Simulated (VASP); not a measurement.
# P (Fd-3m) in VASP: single point with LDA

Aim: the single point of P with LDA.

All numbers are computed with VASP 6.6.1; they aren't measurements. Logs are shortened: lines on timing, memory, paths and dates and some standing lists are left out, and cuts for length are marked.

**1. The cell of the first run**

Symmetry: Fd-3m, No. 227, cubic system. The conventional cell has a = 4.101 Å, b = 4.101 Å, c = 4.101 Å, α = 90.00°, β = 90.00°, γ = 90.00°. Within 2.4 Å of P (site symmetry -43m) lie 4 P at 1.78 Å.

This isn't the form of P at room conditions, which is orthorhombic.

**2. Single point, LDA**

Input file INCAR:

```
PREC = Accurate
ENCUT = 520
EDIFF = 1E-6
ISMEAR = -1
SIGMA = 0.1
LREAL = False
LASPH = True
NELM = 60
ALGO = Normal
ISIF = 2
LWAVE = False
LCHARG = False
GGA = CA
NBANDS = 12
ISYM = 0
```

Input file KPOINTS:

```
Automatic mesh
0
Gamma
  12 12 12
  0.5 0.5 0.5
```

Input file POSCAR:

```
P
1.0
    0.0000000000      2.0503444021      2.0503444021
    2.0503444021      0.0000000000      2.0503444021
    2.0503444021      2.0503444021      0.0000000000
P
2
Direct
   -0.1250000000     -0.1250000000     -0.1250000000
    0.1250000000      0.1250000000      0.1250000000
```

Potentials or basis: VASP PAW LDA potentials, release 64 (P).

Started as:

```sh
> cat potpaw_LDA.64/P/POTCAR > POTCAR
> mpirun -np 1 vasp_std > vasp.out
```

OUTCAR:

```text
PREC = Accurate
   ENCUT = 520
   EDIFF = 1E-6
   ISMEAR = -1
   LREAL = False
   LASPH = True
   NELM = 60
   ISIF = 2
   GGA = CA
   ISYM = 0

 ion  position               nearest neighbor table
   1  0.875  0.875  0.875-   2 1.78   2 1.78   2 1.78   2 1.78
   2  0.125  0.125  0.125-   1 1.78   1 1.78   1 1.78   1 1.78

IMPORTANT INFORMATION: All symmetrisations will be switched off!
NOSYMM: (Re-)initialisation of all symmetry stuff for point group C_1.

----------------------------------------------------------------------------------------

                                     Primitive cell

  volume of cell :      17.2389

  direct lattice vectors                    reciprocal lattice vectors
     0.000000000  2.050344402  2.050344402    -0.243861470  0.243861470  0.243861470
     2.050344402  0.000000000  2.050344402     0.243861470 -0.243861470  0.243861470
     2.050344402  2.050344402  0.000000000     0.243861470  0.243861470 -0.243861470

  length of vectors
     2.899624861  2.899624861  2.899624861     0.422380456  0.422380456  0.422380456

  position of ions in fractional coordinates (direct lattice)
     0.875000000  0.875000000  0.875000000
     0.125000000  0.125000000  0.125000000

  ion indices of the primitive-cell ions
   primitive index   ion index
                 1           1
                 2           2

----------------------------------------------------------------------------------------

 KPOINTS: Automatic mesh

Automatic generation of k-mesh.
 Grid dimensions read from file:
 generate k-points for:   12   12   12

 Generating k-lattice:

  Cartesian coordinates                     Fractional coordinates (reciprocal lattice)
    -0.020321789  0.020321789  0.020321789     0.083333333  0.000000000  0.000000000
     0.020321789 -0.020321789  0.020321789     0.000000000  0.083333333  0.000000000
     0.020321789  0.020321789 -0.020321789     0.000000000  0.000000000  0.083333333

  Length of vectors
     0.035198371  0.035198371  0.035198371

  Shift w.r.t. Gamma in fractional coordinates (k-lattice)
     0.500000000  0.500000000  0.500000000

 Subroutine IBZKPT returns following result:
 ===========================================

 Found   3456 irreducible k-points:

 Following reciprocal coordinates:
            Coordinates               Weight
  0.041667  0.041667  0.041667      2.000000
  0.041667  0.000000  0.000000      2.000000
  0.000000  0.000000 -0.041667      2.000000
  0.000000  0.041667  0.000000      2.000000
  0.125000  0.041667  0.041667      2.000000
  0.041667  0.125000  0.041667      2.000000
[... 16 lines left out ...]
  0.000000  0.166667 -0.041667      2.000000
  0.166667  0.000000 -0.041667      2.000000
 [... further k-points ...]
   k-points           NKPTS =   3456   k-points in BZ     NKDIM =   3456   number of bands    NBANDS=     12
   number of dos      NEDOS =    301   number of ions     NIONS =      2
   total plane-waves  NPLWV =  13824
   dimension x,y,z NGX =    24 NGY =   24 NGZ =   24
   dimension x,y,z NGXF=    48 NGYF=   48 NGZF=   48
   ions per type =               2
   NGX,Y,Z   is equivalent  to a cutoff of  13.76, 13.76, 13.76 a.u.
   NGXF,Y,Z  is equivalent  to a cutoff of  27.52, 27.52, 27.52 a.u.
 SYSTEM =  unknown system
   PREC   = accura    normal or accurate (medium, high low for compatibility)
   ISTART =      0    job   : 0-new  1-cont  2-samecut
   ICHARG =      2    charge: 1-file 2-atom 10-const
   ISPIN  =      1    spin polarized calculation?
   LNONCOLLINEAR =      F non collinear calculations
   LSORBIT =      F    spin-orbit coupling
   LASPH  =      T    aspherical Exc in radial PAW
   ENCUT  =  520.0 eV  38.22 Ry    6.18 a.u.   5.39  5.39  5.39*2*pi/ulx,y,z
   NELM   =     60;   NELMIN=  2; NELMDL= -5     # of ELM steps
   EDIFF  = 0.1E-05   stopping-criterion for ELM
   LREAL  =      F    real-space projection
   EDIFFG = 0.1E-04   stopping-criterion for IOM
   NSW    =      0    number of steps for IOM
   IBRION =     -1    ionic relax: 0-MD 1-quasi-New 2-CG
   NFREE  =      0    steps in history (QN), initial steepest desc. (CG)
   ISIF   =      2    stress and relaxation
   ISYM   =      0    0-nonsym 1-usesym 2-fastsym
   POTIM  = 0.5000    time-step for ionic-motion
   TEBEG  =    0.0;   TEEND  =   0.0 temperature during run
   PSTRESS=    0.0 pullay stress
   NELECT =      10.0000    total number of electrons
   NUPDOWN=      -1.0000    fix difference up-down
   EMIN   =  10.00;   EMAX   =-10.00  energy-range for DOS
   EFERMI =   0.00;   METHOD = LEGACY
   ISMEAR =    -1;   SIGMA  =   0.10  broadening in eV -4-tet -1-fermi 0-gaus
   EFERMI_NEDOS =   21; number of points for ismear=-14 and -15
   IALGO  =     38    algorithm
   IMIX   =      4    mixing-type and parameters
     AMIX     =   0.40;   BMIX     =  1.00
     AMIX_MAG =   1.60;   BMIX_MAG =  1.00
  volume/ion in A,a.u.               =       8.62        58.17
  Fermi-wavevector in a.u.,A,eV,Ry     =   1.365331  2.580102 25.363019  1.864129
  Thomas-Fermi vector in A             =   2.491569
   LORBIT       =      0    0 simple, 1 ext, 2 COOP (PROOUT), +10 PAW based schemes
   GGA     = CA    functional components
   LHFCALC =     F    Hartree Fock is set to
   AEXX    =    0.0000 exact exchange contribution
   IVDW    =     0    specifies the selected vdW correction
   LEPSILON=     F    determine dielectric tensor
   LRPA    =     F    only Hartree local field effects (RPA)
 non-spin polarized calculation
  energy-cutoff  :      520.00
  volume of cell :       17.24
 maximum number of plane-waves:       483
 NGX is ok and might be reduce to    24
   NGX = 11   NGY = 11   NGZ = 11

 number of electron      10.0000000 magnetization

 number of electron       9.9999999 magnetization

 Free energy of the ion-electron system (eV)
  ---------------------------------------------------
  ext. energy  EPLUGINS =         0.00000000
  ---------------------------------------------------
  free energy    TOTEN  =        -2.56589653 eV

  energy without entropy =       -2.53775588  energy(sigma->0) =       -2.55182620

 E-fermi :  18.5032     XC(G=0): -13.5678

 val. band max:       18.4740830041   @ k =  -0.2083   0.1250  -0.2083
 cond. band min:      18.5264719825   @ k =   0.0417   0.1667   0.0000
 fundamental gap:      0.0523889785
 Fermi energy:        18.5031723324

 k-point     1 :       0.0417    0.0417    0.0417
  band No.  band energies     occupation
      1      -4.9083      2.00000
      2      13.9527      2.00000
      3      14.2309      2.00000
      4      14.2309      2.00000
      5      18.2387      1.86733
      6      18.2387      1.86733
      7      18.2977      1.77277
      8      24.4878      0.00000
      9      24.4878      0.00000
     10      27.4142      0.00000
     11      28.9210      0.00000
     12      31.9074      0.00000

 k-point     2 :       0.0417    0.0000    0.0000
  band No.  band energies     occupation
      1      -4.9083      2.00000
      2      13.9527      2.00000
      3      14.2309      2.00000
      4      14.2309      2.00000
      5      18.2387      1.86733
      6      18.2387      1.86733
      7      18.2977      1.77277
      8      24.4878      0.00000
      9      24.4878      0.00000
     10      27.4142      0.00000
     11      28.9210      0.00000
     12      31.9074      0.00000

 k-point     3 :       0.0000    0.0000   -0.0417
  band No.  band energies     occupation
      1      -4.9083      2.00000
      2      13.9527      2.00000
      3      14.2309      2.00000
      4      14.2309      2.00000
      5      18.2387      1.86733
      6      18.2387      1.86733
      7      18.2977      1.77277
      8      24.4878      0.00000
      9      24.4878      0.00000
     10      27.4142      0.00000
     11      28.9210      0.00000
     12      31.9074      0.00000

 k-point     4 :       0.0000    0.0417    0.0000
  band No.  band energies     occupation
      1      -4.9083      2.00000
      2      13.9527      2.00000
      3      14.2309      2.00000
      4      14.2309      2.00000
      5      18.2387      1.86733
      6      18.2387      1.86733
      7      18.2977      1.77277
      8      24.4878      0.00000
      9      24.4878      0.00000
     10      27.4142      0.00000
     11      28.9210      0.00000
     12      31.9074      0.00000

 k-point     5 :       0.1250    0.0417    0.0417
  band No.  band energies     occupation
      1      -4.6875      2.00000
      2      12.7212      2.00000
      3      13.4683      2.00000
      4      14.1895      2.00000
      5      18.4344      1.33095
      6      18.7077      0.22906
      7      19.0959      0.00532
      8      23.6453      0.00000
      9      24.2916      0.00000
     10      27.8350      0.00000
     11      29.6814      0.00000
     12      32.0063      0.00000
[... 228 lines left out ...]
      1      -4.1397      2.00000
      2      10.3378      2.00000
      3      12.8873      2.00000
      4      13.7686      2.00000
      5      19.0474      0.00862
      6      19.2099      0.00170
      7      19.7118      0.00001
      8      23.0191      0.00000
      9      23.9689      0.00000
     10      28.1729      0.00000
     11      30.7826      0.00000
     12      33.1225      0.00000

 k-point    22 :       0.0417   -0.1667    0.0000
  band No.  band energies     occupation
      1      -4.1397      2.00000
      2      10.3378      2.00000
      3      12.8873      2.00000
      4      13.7686      2.00000
      5      19.0474      0.00862
      6      19.2099      0.00170
      7      19.7118      0.00001
      8      23.0191      0.00000
      9      23.9689      0.00000
     10      28.1729      0.00000
     11      30.7826      0.00000
     12      33.1225      0.00000

 k-point    23 :       0.0000    0.1667   -0.0417
  band No.  band energies     occupation
      1      -4.1397      2.00000
      2      10.3378      2.00000
      3      12.8873      2.00000
      4      13.7686      2.00000
      5      19.0474      0.00862
      6      19.2099      0.00170
      7      19.7118      0.00001
      8      23.0191      0.00000
      9      23.9689      0.00000
     10      28.1729      0.00000
     11      30.7826      0.00000
     12      33.1225      0.00000

 k-point    24 :       0.1667    0.0000   -0.0417
  band No.  band energies     occupation
      1      -4.1397      2.00000
      2      10.3378      2.00000
      3      12.8873      2.00000
      4      13.7686      2.00000
      5      19.0474      0.00862
      6      19.2099      0.00170
      7      19.7118      0.00001
      8      23.0191      0.00000
      9      23.9689      0.00000
     10      28.1729      0.00000
     11      30.7826      0.00000
     12      33.1225      0.00000

 [... further k-points ...]
[... 5 lines left out ...]
  --------------------------------------------------------------------------------------
  -------------------------------------------------------------------------------------
  Total       30.9675146     30.9675146     30.9675147     -0.0000013     -0.0000011     -0.0000014
  in kB     2878.1040292   2878.1040312   2878.1040337     -0.0001223     -0.0001017     -0.0001347
  external PRESSURE =    2878.1040313 kB  Pullay stress =       0.0000000 kB

 VOLUME and BASIS-vectors are now :
 -----------------------------------------------------------------------------
  energy-cutoff  :      520.00
  volume of cell :       17.24
      direct lattice vectors                 reciprocal lattice vectors
     0.000000000  2.050344402  2.050344402    -0.243861470  0.243861470  0.243861470
     2.050344402  0.000000000  2.050344402     0.243861470 -0.243861470  0.243861470
     2.050344402  2.050344402  0.000000000     0.243861470  0.243861470 -0.243861470

 POSITION                                       TOTAL-FORCE (eV/Angst)
 -----------------------------------------------------------------------------------
      3.58810      3.58810      3.58810        -0.000001     -0.000001     -0.000001
      0.51259      0.51259      0.51259         0.000001      0.000001      0.000001
 -----------------------------------------------------------------------------------
    total drift:                               -0.000000      0.000000     -0.000000

  FREE ENERGIE OF THE ION-ELECTRON SYSTEM (eV)
  ---------------------------------------------------
  free  energy   TOTEN  =        -2.5658965264 eV

  energy  without entropy=       -2.5377558793  energy(sigma->0) =       -2.55182620
```

It took 11 min on 1 thread of Intel Xeon 8259CL, shared host; peak memory 0.61 GiB.

What came out:

```
Free energy            : -2.5659 eV
Pressure               : 287.8 GPa
Band gap on the k mesh : zero (bands 5 and 6 overlap by 4.69 eV)
```

Caveat: the cell stands under pressure.

The gap in the log of VASP goes by the Fermi energy; the results here count the filled bands.